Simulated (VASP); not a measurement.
# EuS (Fm-3m) in VASP: single point with PBE+U

Aim: the single point of EuS with PBE+U.

Program: VASP 6.6.1. These are calculated values, not measurements. Logs are shortened: lines on timing, memory, paths and dates and some standing lists are left out, and cuts for length are marked.

## 1. The cell of the first run

Symmetry: Fm-3m, No. 225, cubic system. The conventional cell has a = 5.957 Å, b = 5.957 Å, c = 5.957 Å, α = 90.00°, β = 90.00°, γ = 90.00°. Eu (site symmetry m-3m) has 6 S at 2.98 Å within 3.9 Å. S (site symmetry m-3m) has 6 Eu at 2.98 Å within 3.9 Å.

## 2. Single point, PBE+U, collinear spin, ferromagnetic start

INCAR reads:

```
PREC = Accurate
ENCUT = 600
EDIFF = 1E-6
ISMEAR = 0
SIGMA = 0.02
LREAL = F
LASPH = T
NELM = 200
ALGO = Normal
ISIF = 2
LWAVE = F
LCHARG = T
ISPIN = 2
MAGMOM = 7 0
LORBIT = 11
LMAXMIX = 6
LDAU = T
LDAUTYPE = 2
LDAUL = 3 -1
LDAUU = 9 0
LDAUJ = 0 0
LDAUPRINT = 1
GGA = PE
LELF = T
LVHAR = T
NBANDS = 22
GGA_COMPAT = F
```

KPOINTS reads:

```
regular mesh
0
Gamma
  10 10 10
```

POSCAR reads:

```
EuS
1.0
    0.0000000000      2.9785000000      2.9785000000
    2.9785000000      0.0000000000      2.9785000000
    2.9785000000      2.9785000000      0.0000000000
Eu S
1 1
Direct
    0.0000000000      0.0000000000      0.0000000000
    0.5000000000      0.5000000000      0.5000000000
```

Potentials or basis: VASP PAW PBE potentials, release 64 (Eu, S).

Started as:

```bash
cat potpaw_PBE.64/Eu/POTCAR potpaw_PBE.64/S/POTCAR > POTCAR
mpirun -np 1 vasp_std > vasp.out
```

OUTCAR:

```text
PREC = Accurate
   ENCUT = 600
   EDIFF = 1E-6
   ISMEAR = 0
   LREAL = F
   LASPH = T
   NELM = 200
   ISIF = 2
   ISPIN = 2
   LORBIT = 11
   GGA = PE

 ion  position               nearest neighbor table
   1  0.000  0.000  0.000-   2 2.98   2 2.98   2 2.98   2 2.98   2 2.98   2 2.98
   2  0.500  0.500  0.500-   1 2.98   1 2.98   1 2.98   1 2.98   1 2.98   1 2.98

  LATTYP: Found a face centered cubic cell.
 ALAT       =     5.9570000000

  Lattice vectors:

 A1 = (   0.0000000000,   2.9785000000,   2.9785000000)
 A2 = (   2.9785000000,   0.0000000000,   2.9785000000)
 A3 = (   2.9785000000,   2.9785000000,   0.0000000000)

Analysis of symmetry for initial positions (statically):
=====================================================================
 Subroutine PRICEL returns:
 Original cell was already a primitive cell.

 Routine SETGRP: Setting up the symmetry group for a
 face centered cubic supercell.

 Subroutine GETGRP returns: Found 48 space group operations
 (whereof 48 operations were pure point group operations)
 out of a pool of 48 trial point group operations.

The static configuration has the point symmetry O_h .

Analysis of symmetry for dynamics (positions and initial velocities):
=====================================================================
 Subroutine PRICEL returns:
 Original cell was already a primitive cell.

 Routine SETGRP: Setting up the symmetry group for a
 face centered cubic supercell.

 Subroutine GETGRP returns: Found 48 space group operations
 (whereof 48 operations were pure point group operations)
 out of a pool of 48 trial point group operations.

The dynamic configuration has the point symmetry O_h .

Analysis of structural, dynamic, and magnetic symmetry:
=====================================================================
 Subroutine PRICEL returns:
 Original cell was already a primitive cell.

 Routine SETGRP: Setting up the symmetry group for a
 face centered cubic supercell.

 Subroutine GETGRP returns: Found 48 space group operations
 (whereof 48 operations were pure point group operations)
 out of a pool of 48 trial point group operations.

The overall configuration has the point symmetry O_h .

 Subroutine INISYM returns: Found 48 space group operations
 (whereof 48 operations are pure point group operations),
 and found     1 'primitive' translations

----------------------------------------------------------------------------------------

                                     Primitive cell

  volume of cell :      52.8473

  direct lattice vectors                    reciprocal lattice vectors
     0.000000000  2.978500000  2.978500000    -0.167869733  0.167869733  0.167869733
     2.978500000  0.000000000  2.978500000     0.167869733 -0.167869733  0.167869733
     2.978500000  2.978500000  0.000000000     0.167869733  0.167869733 -0.167869733

  length of vectors
     4.212235096  4.212235096  4.212235096     0.290758907  0.290758907  0.290758907

  position of ions in fractional coordinates (direct lattice)
     0.000000000  0.000000000  0.000000000
     0.500000000  0.500000000  0.500000000

[... 107 lines left out ...]
   AEXX    =    0.0000 exact exchange contribution
   IVDW    =     0    specifies the selected vdW correction
   LEPSILON=     F    determine dielectric tensor
   LRPA    =     F    only Hartree local field effects (RPA)
 spin polarized calculation
 Gauss-broadening in eV      SIGMA  =   0.02
  energy-cutoff  :      600.00
  volume of cell :       52.85
 maximum number of plane-waves:      1807
 NGX is ok and might be reduce to    36
   NGX = 17   NGY = 17   NGZ = 17

atom =   1  type =  1  l = 3

 onsite density matrix

spin component  1

  0.9800  0.0000 -0.0001 -0.0000 -0.0000 -0.0000  0.0000
  0.0000  0.9799 -0.0000  0.0000 -0.0000  0.0000  0.0000
 -0.0001 -0.0000  0.9801 -0.0000  0.0000 -0.0000  0.0000
 -0.0000  0.0000 -0.0000  0.9799  0.0000 -0.0000  0.0000
 -0.0000 -0.0000  0.0000  0.0000  0.9801  0.0000  0.0001
 -0.0000  0.0000 -0.0000 -0.0000  0.0000  0.9802 -0.0000
  0.0000  0.0000  0.0000  0.0000  0.0001 -0.0000  0.9800

spin component  2

  0.0016 -0.0000  0.0008 -0.0000  0.0000  0.0000 -0.0000
 -0.0000  0.0000  0.0000 -0.0000  0.0000 -0.0000 -0.0000
  0.0008  0.0000  0.0012  0.0000  0.0000  0.0000 -0.0000
 -0.0000 -0.0000  0.0000  0.0022 -0.0000  0.0000  0.0000
  0.0000  0.0000  0.0000 -0.0000  0.0012 -0.0000 -0.0008
  0.0000 -0.0000  0.0000  0.0000 -0.0000  0.0006  0.0000
 -0.0000 -0.0000 -0.0000  0.0000 -0.0008  0.0000  0.0016

 occupancies and eigenvectors

  o =  0.0000  v =  0.0000  0.0000  0.0000  0.0000  0.0000  0.0000  0.0000  0.0000  1.0000 -0.0000  0.0000 -0.0000  0.0000  0.0000      0.0000  0.0000  0.0000  0.0000  0.0000  0.0000  0.0000  0.0000  0.0000  0.0000  0.0000  0.0000  0.0000  0.0000
  o =  0.0006  v =  0.0000  0.0000  0.0000  0.0000  0.0000  0.0000  0.0000 -0.6124  0.0000  0.7906 -0.0000  0.0013  0.0002  0.0010      0.0000  0.0000  0.0000  0.0000  0.0000  0.0000  0.0000  0.0000  0.0000  0.0000  0.0000  0.0000  0.0000  0.0000
  o =  0.0006  v =  0.0000  0.0000  0.0000  0.0000  0.0000  0.0000  0.0000 -0.0010 -0.0000  0.0013 -0.0000 -0.7906 -0.0000 -0.6124      0.0000  0.0000  0.0000  0.0000  0.0000  0.0000  0.0000  0.0000  0.0000  0.0000  0.0000  0.0000  0.0000  0.0000
  o =  0.0006  v =  0.0000  0.0000  0.0000  0.0000  0.0000  0.0000  0.0000 -0.0001  0.0000  0.0001  0.0000  0.0000 -1.0000  0.0000      0.0000  0.0000  0.0000  0.0000  0.0000  0.0000  0.0000  0.0000  0.0000  0.0000  0.0000  0.0000  0.0000  0.0000
  o =  0.0022  v =  0.0000  0.0000  0.0000  0.0000  0.0000  0.0000  0.0000  0.0000  0.0000  0.0000 -1.0000 -0.0003 -0.0000  0.0004      0.0000  0.0000  0.0000  0.0000  0.0000  0.0000  0.0000  0.0000  0.0000  0.0000  0.0000  0.0000  0.0000  0.0000
  o =  0.0022  v =  0.0000  0.0000  0.0000  0.0000  0.0000  0.0000  0.0000  0.7906 -0.0000  0.6124  0.0000 -0.0018  0.0000  0.0024      0.0000  0.0000  0.0000  0.0000  0.0000  0.0000  0.0000  0.0000  0.0000  0.0000  0.0000  0.0000  0.0000  0.0000
  o =  0.0022  v =  0.0000  0.0000  0.0000  0.0000  0.0000  0.0000  0.0000 -0.0024 -0.0000 -0.0018  0.0005 -0.6124  0.0000  0.7906      0.0000  0.0000  0.0000  0.0000  0.0000  0.0000  0.0000  0.0000  0.0000  0.0000  0.0000  0.0000  0.0000  0.0000
  o =  0.9799  v =  0.0000 -1.0000  0.0000  0.0000 -0.0000 -0.0000  0.0000  0.0000  0.0000  0.0000  0.0000  0.0000  0.0000  0.0000      0.0000  0.0000  0.0000  0.0000  0.0000  0.0000  0.0000  0.0000  0.0000  0.0000  0.0000  0.0000  0.0000  0.0000
  o =  0.9799  v =  0.0003 -0.0000  0.0002 -0.6819  0.4479 -0.0000 -0.5783  0.0000  0.0000  0.0000  0.0000  0.0000  0.0000  0.0000      0.0000  0.0000  0.0000  0.0000  0.0000  0.0000  0.0000  0.0000  0.0000  0.0000  0.0000  0.0000  0.0000  0.0000
  o =  0.9799  v = -0.0019 -0.0000 -0.0015 -0.7315 -0.4176 -0.0000  0.5391  0.0000  0.0000  0.0000  0.0000  0.0000  0.0000  0.0000      0.0000  0.0000  0.0000  0.0000  0.0000  0.0000  0.0000  0.0000  0.0000  0.0000  0.0000  0.0000  0.0000  0.0000
  o =  0.9799  v = -0.7906 -0.0000 -0.6124  0.0015  0.0012 -0.0000 -0.0015  0.0000  0.0000  0.0000  0.0000  0.0000  0.0000  0.0000      0.0000  0.0000  0.0000  0.0000  0.0000  0.0000  0.0000  0.0000  0.0000  0.0000  0.0000  0.0000  0.0000  0.0000
  o =  0.9802  v = -0.0000  0.0000  0.0000  0.0000  0.0711 -0.9959  0.0551  0.0000  0.0000  0.0000  0.0000  0.0000  0.0000  0.0000      0.0000  0.0000  0.0000  0.0000  0.0000  0.0000  0.0000  0.0000  0.0000  0.0000  0.0000  0.0000  0.0000  0.0000
  o =  0.9802  v = -0.0000  0.0000  0.0000  0.0000 -0.7874 -0.0900 -0.6099  0.0000  0.0000  0.0000  0.0000  0.0000  0.0000  0.0000      0.0000  0.0000  0.0000  0.0000  0.0000  0.0000  0.0000  0.0000  0.0000  0.0000  0.0000  0.0000  0.0000  0.0000
  o =  0.9802  v =  0.6124 -0.0000 -0.7906 -0.0000 -0.0000 -0.0000 -0.0000  0.0000  0.0000  0.0000  0.0000  0.0000  0.0000  0.0000      0.0000  0.0000  0.0000  0.0000  0.0000  0.0000  0.0000  0.0000  0.0000  0.0000  0.0000  0.0000  0.0000  0.0000

 number of electron      22.9999997 magnetization       6.9999997

 Free energy of the ion-electron system (eV)
  ---------------------------------------------------
  ext. energy  EPLUGINS =         0.00000000
  ---------------------------------------------------
  free energy    TOTEN  =       -18.90048215 eV

  energy without entropy =      -18.90048215  energy(sigma->0) =      -18.90048215

 E-fermi :   2.7843     XC(G=0):  -9.5367

 val. band max:        2.5612470447   @ k =   0.0000   0.0000   0.0000
 cond. band min:       3.6970801576   @ k =   0.5000   0.5000   0.0000
 fundamental gap:      1.1358331129
 Fermi energy:         2.7843242181

 spin component 1

 k-point     1 :       0.0000    0.0000    0.0000
  band No.  band energies     occupation
      1     -36.2122      1.00000
      2     -15.1347      1.00000
      3     -15.1347      1.00000
      4     -15.1347      1.00000
      5      -9.1555      1.00000
      6       0.7956      1.00000
[... 1193 lines left out ...]
     21      15.0051      0.00000
     22      15.0598      0.00000

 [... further k-points ...]
[... 5 lines left out ...]
  --------------------------------------------------------------------------------------
  -------------------------------------------------------------------------------------
  Total        0.6189989      0.6189989      0.6189989      0.0000000      0.0000000     -0.0000000
  in kB       18.7662569     18.7662569     18.7662569      0.0000000      0.0000000     -0.0000000
  external PRESSURE =      18.7662569 kB  Pullay stress =       0.0000000 kB

 VOLUME and BASIS-vectors are now :
 -----------------------------------------------------------------------------
  energy-cutoff  :      600.00
  volume of cell :       52.85
      direct lattice vectors                 reciprocal lattice vectors
     0.000000000  2.978500000  2.978500000    -0.167869733  0.167869733  0.167869733
     2.978500000  0.000000000  2.978500000     0.167869733 -0.167869733  0.167869733
     2.978500000  2.978500000  0.000000000     0.167869733  0.167869733 -0.167869733

 POSITION                                       TOTAL-FORCE (eV/Angst)
 -----------------------------------------------------------------------------------
      0.00000      0.00000      0.00000        -0.000000     -0.000000      0.000000
      2.97850      2.97850      2.97850         0.000000      0.000000     -0.000000
 -----------------------------------------------------------------------------------
    total drift:                               -0.000000      0.000000      0.000000

  FREE ENERGIE OF THE ION-ELECTRON SYSTEM (eV)
  ---------------------------------------------------
  free  energy   TOTEN  =       -18.9004821461 eV

  energy  without entropy=      -18.9004821461  energy(sigma->0) =      -18.90048215

 total charge

# of ion       s       p       d       f       tot
--------------------------------------------------
    1        2.030   5.798   0.237   6.861  14.925
    2        1.317   2.456   0.000   0.000   3.773
--------------------------------------------------
tot          3.347   8.254   0.237   6.861  18.698

 magnetization (x)

# of ion       s       p       d       f       tot
--------------------------------------------------
    1       -0.016  -0.119   0.039   6.845   6.749
    2       -0.006  -0.053   0.000   0.000  -0.059
--------------------------------------------------
tot         -0.022  -0.172   0.039   6.845   6.690
```

It took 6.1 min on 1 thread of AMD EPYC 7R13, shared host; peak memory 0.29 GiB.

What came out:

* Free energy: -18.9005 eV
* Pressure: 1.9 GPa
* Band gap on the k mesh: 1.14 eV (least direct gap 1.57 eV)
* Net moment: 7.00 μB per cell
* Site moments: Eu +6.75; S -0.06 μB
* Valence electrons inside the program's atomic spheres: Eu 14.93; S 3.77

Eigenvalues of the final occupation matrices:
```
    site  spin  trace                         eigenvalues
site 1 f     1   6.86  0.98 0.98 0.98 0.98 0.98 0.98 0.98
site 1 f     2   0.01  0.00 0.00 0.00 0.00 0.00 0.00 0.00
```

Caveat: spin-orbit coupling is left out, which moves the levels of the heavy elements; a cell with one magnetic atom can't hold antiferromagnetic order, which such compounds often take.
